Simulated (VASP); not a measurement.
Set up this calculation in VASP 6.6.1, as the native input.

```yaml
Task: single point
Functional: PBE
Potentials_or_basis: VASP PAW PBE potentials, release 64 (Si, N)
Cutoff: 520 eV
k_mesh: 4 × 4 × 4
Occupations: gaussian, width 0.1 eV
Spin: no spin polarisation
Dipole_correction: no
Further_INCAR_settings: ALGO = Normal; EDIFF = 1e-06; NBANDS = 28
```

The structure of Si8N lies in POSCAR:

```
Si8N
1.0
    6.2537081403      0.0000000000      0.0000000000
    0.0000000000      6.2537081403      0.0000000000
    0.0000000000      0.0000000000      3.7383192115
Si N
8 1
Direct
    0.2001690974      0.5000000000      0.5000000000
    0.7998309026      0.5000000000      0.5000000000
    0.5000000000      0.2001690974      0.5000000000
    0.5000000000      0.7998309026      0.5000000000
    0.7038043304      0.0000000000      0.0000000000
    0.2961956696      0.0000000000      0.0000000000
    0.0000000000      0.7038043304      0.0000000000
    0.0000000000      0.2961956696      0.0000000000
    0.5000000000      0.5000000000      0.5000000000
```

The cell was generated, and may not be a known phase.

One way to write it, as run:

INCAR

```
PREC = Accurate
ENCUT = 520
EDIFF = 1E-6
ISMEAR = 0
SIGMA = 0.1
LREAL = False
LASPH = True
NELM = 100
ALGO = Normal
ISIF = 2
LWAVE = False
LCHARG = False
GGA = PE
NBANDS = 28
```

KPOINTS

```
regular mesh
0
Gamma
  4 4 4
```

Potentials or basis: VASP PAW PBE potentials, release 64 (Si, N).

Command:

```bash
$ cat potpaw_PBE.64/Si/POTCAR potpaw_PBE.64/N/POTCAR > POTCAR
$ mpirun -np 1 vasp_std > vasp.out
```

Results of the run:

The pressure is 0.1 GPa, the largest force is 0.010 eV/Å and the band gap on the k mesh is zero (an odd number of electrons rules out a gap without spin polarisation).

Caveat: the k points lie up to 0.42 Å⁻¹ apart, too coarse for converged energies and pressures of a metal; an odd number of electrons without spin polarisation forces a metal; a magnetic or distorted state may lie lower.

Wall time 62 s on 1 thread of Intel(R) Xeon(R) Platinum 8259CL CPU @ 2.50GHz (Skylake/Cascade Lake) (shared host), peak memory 0.26 GiB.
